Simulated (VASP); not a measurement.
Input of a VASP 6.6.1 run:

POSCAR

```
TlCl
1.0
    3.8383064379      0.0000000000      0.0000000000
    0.0000000000      3.8383064379      0.0000000000
    0.0000000000      0.0000000000      3.8383064379
Tl Cl
1 1
Direct
    0.0000000000      0.0000000000      0.0000000000
    0.5000000000      0.5000000000      0.5000000000
```

INCAR.step1

```
ALGO = Normal
EDIFF = 1E-5
ENCUT = 550
GGA = PE
GGA_COMPAT = False
ISMEAR = 0
LASPH = True
LCHARG = False
LREAL = False
LWAVE = True
NBANDS = 17
NELM = 120
PREC = Accurate
SIGMA = 0.02
```

File INCAR.step2:

```
ALGO = Normal
EDIFF = 1E-6
ENCUT = 550
GGA_COMPAT = False
ISIF = 2
ISMEAR = 0
ISTART = 1
LASPH = True
LCHARG = False
LMIXTAU = True
LREAL = False
LWAVE = False
METAGGA = R2SCAN
NBANDS = 17
NELM = 120
PREC = Accurate
SIGMA = 0.02
```

Contents of KPOINTS:

```
k-points
0
Gamma
  6 6 6
```

Potentials or basis: VASP PAW PBE potentials, release 64 (Tl_d, Cl).

Launch:

```bash
$ cat potpaw_PBE.64/Tl_d/POTCAR potpaw_PBE.64/Cl/POTCAR > POTCAR
$ cp INCAR.step1 INCAR
$ mpirun -np 1 vasp_std > vasp.out
$ cp INCAR.step2 INCAR
$ mpirun -np 1 vasp_std > vasp.out
```

(1) Estimate the pressure.

(2) Predict the band gap on the k mesh.

Results:

(1) 0.0 GPa.

(2) 2.51 eV.

Caveat: the PAW data sets were made with another functional, which shifts forces and pressure a little; spin-orbit coupling is left out, which moves the levels of the heavy elements.
